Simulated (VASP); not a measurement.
# BaTlH5 (P4/mmm) in VASP: a series of runs, part 2 of 2

VASP 6.6.1. The steps go on from the part before.

**3. Single point, PBE**

This run uses another cell than the first one, of 13.66 Å³/atom.

Contents of INCAR:

```
  PREC = Accurate
  ENCUT = 520
  EDIFF = 1E-6
  ISMEAR = 0
  SIGMA = 0.1
  LREAL = F
  LASPH = T
  NELM = 60
  ALGO = Normal
  ISIF = 2
  LWAVE = F
  LCHARG = F
  GGA = PE
  NBANDS = 23
```

Contents of KPOINTS:

```
Automatic mesh
0
Gamma
  10 10 6
```

Contents of POSCAR:

```
BaTlH5
1.0
    3.6986121185      0.0000000000      0.0000000000
    0.0000000000      3.6986121185      0.0000000000
    0.0000000000      0.0000000000      6.9903898712
Ba Tl H
1 1 5
Direct
    0.0000000000      0.0000000000      0.0000000000
    0.0000000000      0.0000000000      0.5000000000
    0.5000000000      0.5000000000      0.0000000000
    0.5000000000      0.0000000000      0.3172792944
    0.0000000000      0.5000000000      0.3172792944
    0.5000000000      0.0000000000      0.6827207056
    0.0000000000      0.5000000000      0.6827207056
```

Potentials or basis: VASP PAW PBE potentials, release 64 (Ba_sv, Tl_d, H).

Started as:

```
cat potpaw_PBE.64/Ba_sv/POTCAR potpaw_PBE.64/Tl_d/POTCAR potpaw_PBE.64/H/POTCAR > POTCAR
mpirun -np 1 vasp_std > vasp.out
```

OUTCAR:

```text
PREC = Accurate
   ENCUT = 520
   EDIFF = 1E-6
   ISMEAR = 0
   LREAL = F
   LASPH = T
   NELM = 60
   ISIF = 2
   GGA = PE

 ion  position               nearest neighbor table
   1  0.000  0.000  0.000-   3 2.62   3 2.62   3 2.62   3 2.62   2 3.50   2 3.50
   2  0.000  0.000  0.500-   4 2.25   5 2.25   6 2.25   7 2.25   5 2.25   7 2.25   4 2.25   6 2.25
                             1 3.50   1 3.50
   3  0.500  0.500  0.000-   1 2.62   1 2.62   1 2.62   1 2.62
   4  0.500  0.000  0.317-   2 2.25   2 2.25
   5  0.000  0.500  0.317-   2 2.25   2 2.25
   6  0.500  0.000  0.683-   2 2.25   2 2.25
   7  0.000  0.500  0.683-   2 2.25   2 2.25

  LATTYP: Found a simple tetragonal cell.
 ALAT       =     3.6986121185
 C/A-ratio  =     1.8900035060

  Lattice vectors:

 A1 = (   3.6986121185,   0.0000000000,   0.0000000000)
 A2 = (   0.0000000000,   3.6986121185,   0.0000000000)
 A3 = (   0.0000000000,   0.0000000000,   6.9903898712)

Analysis of symmetry for initial positions (statically):
=====================================================================
 Subroutine PRICEL returns:
[... 188 lines left out ...]

 k-point     1 :       0.0000    0.0000    0.0000
  band No.  band energies     occupation
      1     -25.0396      2.00000
      2     -10.4933      2.00000
      3      -9.6590      2.00000
      4      -9.6590      2.00000
      5      -9.2660      2.00000
      6      -9.0174      2.00000
[... 613 lines left out ...]
     22       8.5834      0.00000
     23      10.5566      0.00000

 [... further k-points ...]

------------------------ aborting loop because EDIFF is reached ----------------------------------------

  FORCE on cell =-STRESS in cart. coord.  units (eV):
  Direction    XX          YY          ZZ          XY          YZ          ZX
  --------------------------------------------------------------------------------------
  -------------------------------------------------------------------------------------
  Total        0.3218389      0.3218389      0.0546656      0.0000000      0.0000000      0.0000000
  in kB        5.3922509      5.3922509      0.9158955      0.0000000      0.0000000      0.0000000
  external PRESSURE =       3.9001325 kB  Pullay stress =       0.0000000 kB

 VOLUME and BASIS-vectors are now :
 -----------------------------------------------------------------------------
  energy-cutoff  :      520.00
  volume of cell :       95.63
      direct lattice vectors                 reciprocal lattice vectors
     3.698612118  0.000000000  0.000000000     0.270371688  0.000000000  0.000000000
     0.000000000  3.698612118  0.000000000     0.000000000  0.270371688  0.000000000
     0.000000000  0.000000000  6.990389871     0.000000000  0.000000000  0.143053538

 POSITION                                       TOTAL-FORCE (eV/Angst)
 -----------------------------------------------------------------------------------
      0.00000      0.00000      0.00000        -0.000000      0.000000      0.000000
      0.00000      0.00000      3.49519        -0.000000      0.000000      0.000000
      1.84931      1.84931      0.00000        -0.000000      0.000000      0.000000
      1.84931      0.00000      2.21791        -0.000000      0.000000      0.005898
      0.00000      1.84931      2.21791         0.000000     -0.000000      0.005898
      1.84931      0.00000      4.77248        -0.000000      0.000000     -0.005898
      0.00000      1.84931      4.77248        -0.000000     -0.000000     -0.005898
 -----------------------------------------------------------------------------------
    total drift:                               -0.000000     -0.000000      0.000000

  FREE ENERGIE OF THE ION-ELECTRON SYSTEM (eV)
  ---------------------------------------------------
  free  energy   TOTEN  =       -18.6764020880 eV

  energy  without entropy=      -18.6662605240  energy(sigma->0) =      -18.67133131
```

OSZICAR:

```text
N       E                     dE             d eps       ncg     rms          rms(c)
DAV:   1     0.131597337146E+03    0.13160E+03   -0.13160E+04  3864   0.109E+03
DAV:   2    -0.133288237292E+02   -0.14493E+03   -0.13977E+03  4702   0.224E+02
DAV:   3    -0.199357372098E+02   -0.66069E+01   -0.65600E+01  5159   0.425E+01
DAV:   4    -0.200809901451E+02   -0.14525E+00   -0.14519E+00  4906   0.536E+00
DAV:   5    -0.200841065845E+02   -0.31164E-02   -0.31163E-02  5225   0.648E-01    0.940E+00
DAV:   6    -0.188623514526E+02    0.12218E+01   -0.17716E+00  4468   0.766E+00    0.636E+00
DAV:   7    -0.186680719311E+02    0.19428E+00   -0.11644E+00  4740   0.479E+00    0.249E+00
DAV:   8    -0.186733038341E+02   -0.52319E-02   -0.11342E-01  4214   0.201E+00    0.417E-01
DAV:   9    -0.186752627726E+02   -0.19589E-02   -0.32325E-03  4587   0.333E-01    0.146E-01
DAV:  10    -0.186762284590E+02   -0.96569E-03   -0.12298E-03  4286   0.221E-01    0.412E-02
DAV:  11    -0.186763872736E+02   -0.15881E-03   -0.24199E-04  4390   0.846E-02    0.229E-02
DAV:  12    -0.186763985874E+02   -0.11314E-04   -0.32263E-05  4543   0.259E-02    0.929E-03
DAV:  13    -0.186764015379E+02   -0.29505E-05   -0.63583E-06  3796   0.122E-02    0.259E-03
DAV:  14    -0.186764020880E+02   -0.55016E-06   -0.75329E-07  3489   0.449E-03
   1 F= -.18676402E+02 E0= -.18671331E+02  d E =-.101416E-01
```

Wall time 1.7 min (1 thread of Intel Xeon 6975P-C (Granite Rapids), shared host); peak memory 0.32 GiB.

Results:

- Free energy: -18.6764 eV
- Pressure: 0.4 GPa
- Largest force: 0.006 eV/Å
- Band gap on the k mesh: zero (bands 14 and 15 overlap by 1.81 eV)

Forces in eV/Å, atoms in the order of the input:
```
Ba   0.000  0.000  0.000
Tl   0.000  0.000  0.000
H    0.000  0.000  0.000
H    0.000  0.000  0.006
H    0.000  0.000  0.006
H    0.000  0.000 -0.006
H    0.000  0.000 -0.006
```

Levels at points of the mesh, in eV from the Fermi level:
| k point | band 10 | band 11 | band 12 | band 13 | band 14 | band 15 | band 16 | band 17 | band 18 | band 19 |
| --- | --- | --- | --- | --- | --- | --- | --- | --- | --- | --- |
| (0.00, 0.00, 0.00) | -8.44 | -3.67 | -2.72 | 0.01 | 0.70 | 2.82 | 3.25 | 5.25 | 5.25 | 5.82 |
| (0.50, 0.00, 0.00) | -6.48 | -3.99 | -2.01 | -1.62 | -0.27 | 1.31 | 4.20 | 4.81 | 5.42 | 6.18 |
| (0.50, 0.50, 0.00) | -3.93 | -3.37 | -3.37 | -2.78 | -1.05 | -1.05 | 3.47 | 5.29 | 5.71 | 6.11 |
| (0.00, 0.00, 0.50) | -7.92 | -4.77 | -2.20 | 0.05 | 0.56 | 2.59 | 3.46 | 4.40 | 4.40 | 6.70 |
| (0.50, 0.00, 0.50) | -6.12 | -4.31 | -2.82 | -1.11 | 0.26 | 2.32 | 2.78 | 2.90 | 4.81 | 5.50 |
| (0.50, 0.50, 0.50) | -3.69 | -3.69 | -3.63 | -2.78 | -0.23 | -0.23 | 1.60 | 3.86 | 3.86 | 4.45 |

Caveat: spin-orbit coupling is left out, which moves the levels of the heavy elements.

**4. Relaxation of cell and atoms, PBE**

This run uses another cell than the first one, of 13.66 Å³/atom.

Contents of INCAR:

```
PREC     = Accurate       # precision mode
ENCUT    = 600            # plane-wave cutoff, eV
EDIFF    = 1E-6           # SCF threshold, eV
ISMEAR   = 0              # smearing method
SIGMA    = 0.1            # smearing width, eV
LREAL    = False          # projectors in reciprocal space
LASPH    = True           # aspherical terms in the spheres
NELM     = 60             # most SCF steps
ALGO     = Normal         # electronic algorithm
ISIF     = 3              # what is computed and relaxed
LWAVE    = False          # write WAVECAR
LCHARG   = False          # write CHGCAR
GGA      = PE             # functional
IBRION   = 2              # ionic algorithm
NSW      = 100            # ionic steps
EDIFFG   = -0.01          # ionic threshold
```

KPOINTS is that of step 3.

POSCAR is that of step 3.

Started as:

```
cat potpaw_PBE.64/Ba_sv/POTCAR potpaw_PBE.64/Tl_d/POTCAR potpaw_PBE.64/H/POTCAR > POTCAR
mpirun -np 1 vasp_std > vasp.out
```

Wall time 4.1 min (1 thread of Intel Xeon 6975P-C (Granite Rapids), shared host); peak memory 0.37 GiB.

Results (log left out):

```yaml
Free_energy: -18.6796 eV
Relaxed_volume: 13.82 Å³/atom
Relaxed_cell: a = 3.717 Å, b = 3.717 Å, c = 6.998 Å, α = 90.00°, β = 90.00°, γ = 90.00°
Space_group_after_relaxing_to_0.1_Å: P4/mmm (No. 123)
Energy_gained_by_relaxing: 0.3 meV/atom
Ionic_steps: 5
Pressure_after_relaxing: 0.0 GPa
Largest_force_after_relaxing: 0.008 eV/Å
Band_gap_on_the_k_mesh: zero (bands 14 and 15 overlap by 1.79 eV)
```

Forces in eV/Å, atoms in the order of the input:
```
Ba   0.000  0.000  0.000
Tl   0.000  0.000  0.000
H    0.000  0.000  0.000
H    0.000  0.000  0.008
H    0.000  0.000  0.008
H    0.000  0.000 -0.008
H    0.000  0.000 -0.008
```

Step by step:
```
step  energy change (eV)  largest force (eV/Å)  pressure (GPa)  volume (Å³)
   1              0.0000                0.0063            0.47        95.63
   2             -0.0014                0.0084            0.22        96.18
   3             -0.0019                0.0106           -0.04        96.78
   4             -0.0019                0.0103           -0.01        96.72
   5             -0.0019                0.0083           -0.01        96.71
```

Final structure:
```xyz
7
Lattice="3.7173 0.0000 0.0000 0.0000 3.7173 0.0000 0.0000 0.0000 6.9984" Properties=species:S:1:pos:R:3 pbc="T T T"
Ba    3.7173    0.0000    0.0000
Tl    3.7173    0.0000    3.4992
H     1.8586    1.8586    0.0000
H     1.8586    0.0000    2.2216
H     3.7173    1.8586    2.2216
H     1.8586    3.7173    4.7767
H     0.0000    1.8586    4.7767
```

Levels at points of the mesh, in eV from the Fermi level:
| k point | band 12 | band 13 | band 14 | band 15 | band 16 | band 17 |
| --- | --- | --- | --- | --- | --- | --- |
| (0.00, 0.00, 0.00) | -2.69 | -0.01 | 0.69 | 2.83 | 3.25 | 5.20 |
| (0.50, 0.00, 0.00) | -1.98 | -1.60 | -0.29 | 1.29 | 4.18 | 4.79 |
| (0.50, 0.50, 0.00) | -3.34 | -2.72 | -1.03 | -1.03 | 3.45 | 5.30 |
| (0.00, 0.00, 0.50) | -2.15 | 0.05 | 0.54 | 2.57 | 3.47 | 4.36 |
| (0.50, 0.00, 0.50) | -2.79 | -1.12 | 0.27 | 2.32 | 2.73 | 2.93 |
| (0.50, 0.50, 0.50) | -3.65 | -2.72 | -0.23 | -0.23 | 1.60 | 3.88 |

Caveat: spin-orbit coupling is left out, which moves the levels of the heavy elements.

**5. Overview**

```csv
task,cell,k mesh,cutoff (eV),gap on the mesh (eV),pressure (GPa),largest force (eV/Å)
single point,"a = 3.988, b = 3.988, c = 6.502 Å, 7 atoms, atomic positions A",4 × 4 × 4,520,none,-1.3,0.02
single point,"a = 3.699, b = 3.699, c = 6.990 Å, 7 atoms, atomic positions B",10 × 10 × 6,520,none,0.4,0.01
relaxation of cell and atoms,"relaxed from a = 3.699, b = 3.699, c = 6.990 Å, 7 atoms, atomic positions B",10 × 10 × 6,600,none,0.0,0.01
```

Alike in all rows: level PBE; potentials or basis VASP PAW PBE potentials, release 64 (Ba_sv, Tl_d, H); no spin polarisation; smearing gaussian 0.1 eV.

Caveats: some runs use coarse meshes; spin-orbit coupling is left out, which moves the levels of the heavy elements.

Total energies depend on the potentials used, so only differences within one code and one set of settings carry meaning.
